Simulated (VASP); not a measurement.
Wanted: the native input for a VASP 6.6.1 run.

| Property | Result |
| --- | --- |
| Task | single point |
| Functional | r2SCAN |
| Potentials or basis | VASP PAW PBE potentials, release 64 (Pb_d, S) |
| Cutoff | 520 eV |
| k mesh | 8 × 8 × 8 |
| Occupations | gaussian, width 0.01 eV |
| Spin | no spin polarisation |
| Dipole correction | no |
| Further INCAR settings | ALGO = Normal; EDIFF = 1e-07; NBANDS = 17 |

PbS (Galena):

```
CELL_PARAMETERS angstrom
0.00000 2.97057 2.97057
2.97057 0.00000 2.97057
2.97057 2.97057 0.00000
ATOMIC_POSITIONS crystal
Pb 0.00000 0.00000 0.00000
S 0.50000 0.50000 0.50000
```

One way to write it, as run:

POSCAR

```
PbS
1.0
    0.0000000000      2.9705683215      2.9705683215
    2.9705683215      0.0000000000      2.9705683215
    2.9705683215      2.9705683215      0.0000000000
Pb S
1 1
Direct
    0.0000000000      0.0000000000      0.0000000000
    0.5000000000      0.5000000000      0.5000000000
```

INCAR.step1

```
  ALGO = Normal
  EDIFF = 1E-4
  ENCUT = 520
  GGA = PE
  ISMEAR = 0
  LASPH = T
  LCHARG = F
  LREAL = F
  LWAVE = T
  NBANDS = 17
  NELM = 60
  PREC = Accurate
  SIGMA = 0.01
```

INCAR.step2

```
  ALGO = Normal
  EDIFF = 1E-7
  ENCUT = 520
  ISIF = 2
  ISMEAR = 0
  ISTART = 1
  LASPH = T
  LCHARG = T
  LELF = T
  LMIXTAU = T
  LREAL = F
  LVHAR = T
  LWAVE = F
  METAGGA = R2SCAN
  NBANDS = 17
  NELM = 60
  PREC = Accurate
  SIGMA = 0.01
```

KPOINTS

```
k-points
0
Gamma
  8 8 8
```

Potentials or basis: VASP PAW PBE potentials, release 64 (Pb_d, S).

Run with:

```console
$ cat potpaw_PBE.64/Pb_d/POTCAR potpaw_PBE.64/S/POTCAR > POTCAR
$ cp INCAR.step1 INCAR
$ mpirun -np 1 vasp_std > vasp.out
$ cp INCAR.step2 INCAR
$ mpirun -np 1 vasp_std > vasp.out
```

It gave:

| Property | Result |
| --- | --- |
| Pressure | 1.0 GPa |
| Band gap on the k mesh | 0.64 eV, direct |

Caveat: the PAW data sets were made with another functional, which shifts forces and pressure a little; spin-orbit coupling is left out, which moves the levels of the heavy elements.

It took 2.6 min on 1 thread of Intel Xeon 8259CL, on a shared host, peak memory 0.2 GiB.
